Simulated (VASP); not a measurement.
Crystal: ScRe3.

```xyz
4
Lattice="-1.9139 1.9139 4.2753 1.9139 -1.9139 4.2753 1.9139 1.9139 -4.2753" Properties=species:S:1:pos:R:3 pbc="T T T"
Sc    0.0000    0.0000    0.0000
Re    0.0000    0.0000    4.2753
Re    1.9139    0.0000    2.1377
Re    0.0000    1.9139    2.1377
```

```yaml
Program: VASP 6.6.1
Task: relaxation of cell and atoms
Functional: PBE
Potentials_or_basis: VASP PAW PBE potentials, release 64 (Sc_sv, Re)
Cutoff: 600 eV
k_mesh: 6 × 6 × 6
Occupations: gaussian, width 0.1 eV
Spin: no spin polarisation
```

At the start: pressure 6.4 GPa; volume 15.66 Å³/atom.

Task: Where does the relaxation end?

Result: Over 5 steps the energy falls by 7.9 meV/atom and the volume is 16.02 Å³/atom (+2.3 %); space group I4/mmm (No. 139, to 0.1 Å) before and after.

Step by step:
```
step  energy change (eV)  largest force (eV/Å)  pressure (GPa)  volume (Å³)
   1              0.0000                0.0000            6.39        62.65
   2              0.1767                0.0000          -14.19        68.48
   3             -0.0313                0.0000           -0.33        64.18
   4             -0.0314                0.0000           -0.09        64.10
   5             -0.0314                0.0000            0.00        64.07
```

Final structure:
```
Sc Re
1.0
    -1.92896    1.92896    4.30500
     1.92896   -1.92896    4.30500
     1.92896    1.92896   -4.30500
Sc Re
1 3
Direct
  0.00000 0.00000 0.00000
  0.50000 0.50000 0.00000
  0.25000 0.75000 0.50000
  0.75000 0.25000 0.50000
```
